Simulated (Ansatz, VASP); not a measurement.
## Two plane-wave programs on BP

File INCAR:

```
SYSTEM = BP
PREC     = Accurate       ! precision mode
ENCUT    = 500            ! plane-wave cutoff, eV
EDIFF    = 1E-6           ! SCF threshold, eV
ISMEAR   = 0              ! smearing method
SIGMA    = 0.1            ! smearing width, eV
LREAL    = .False.        ! projectors in reciprocal space
LASPH    = .True.         ! aspherical terms in the spheres
NELM     = 120            ! most SCF steps
ALGO     = Normal         ! electronic algorithm
ISIF     = 2              ! what is computed and relaxed
LWAVE    = .False.        ! write WAVECAR
LCHARG   = .True.         ! write CHGCAR
LELF     = .True.         ! ELF
LVHAR    = .True.       
NBANDS   = 11             ! bands
GGA_COMPAT= .False.
```

File KPOINTS:

```
Automatic mesh
0
Gamma
  8 8 8
  0 0 0
```

Contents of POSCAR:

```
BP
1.0
    0.0000000000      2.2600000000      2.2600000000
    2.2600000000      0.0000000000      2.2600000000
    2.2600000000      2.2600000000      0.0000000000
B P
1 1
Direct
    0.0000000000      0.0000000000      0.0000000000
    0.2500000000      0.2500000000      0.2500000000
```

Input for Ansatz:

```yaml
crystal:
  lattice:
    - [0.0, 2.26, 2.26]
    - [2.26, 0.0, 2.26]
    - [2.26, 2.26, 0.0]
  atoms:
    - { symbol: B, position: [0.0, 0.0, 0.0] }
    - { symbol: P, position: [0.25, 0.25, 0.25] }
basis:
  ecutwfc: 420
kpoints:
  mp_grid: { grid: [8, 8, 8] }
hamiltonian:
  xc: lda
  pseudopotentials: { kind: paw, azcp: { folder: soft_1 } }
scf:
  occupations: { method: gaussian, width: 0.1 }
output:
  forces: true
  stress: true
  eigenvalues: true
```

Alike in both runs: task single point; functional LDA; k mesh 8 × 8 × 8; occupations gaussian, width 0.1 eV; no spin polarisation.

|  | VASP | Ansatz |
| --- | --- | --- |
| version | VASP 6.6.1 | Ansatz 0.2.0 |
| potentials or method | VASP PAW LDA potentials, release 64 (B, P), cutoff 500 eV | scalar-relativistic, plane waves, PAW |
| valence electrons in the cell | 8 | 8 |

```csv
,VASP,Ansatz,Ansatz less VASP
gap on the k mesh at the Fermi level (eV),1.20,1.20,-0.001
least direct gap on the mesh (eV),3.40,3.39,-0.003
pressure (GPa),-3.4,-3.3,+0.11
```

Ansatz warns that its potentials were made for another functional, while VASP's fit it. LDA's correlation is that of Perdew and Zunger in VASP and of Perdew and Wang (1992) in Ansatz.
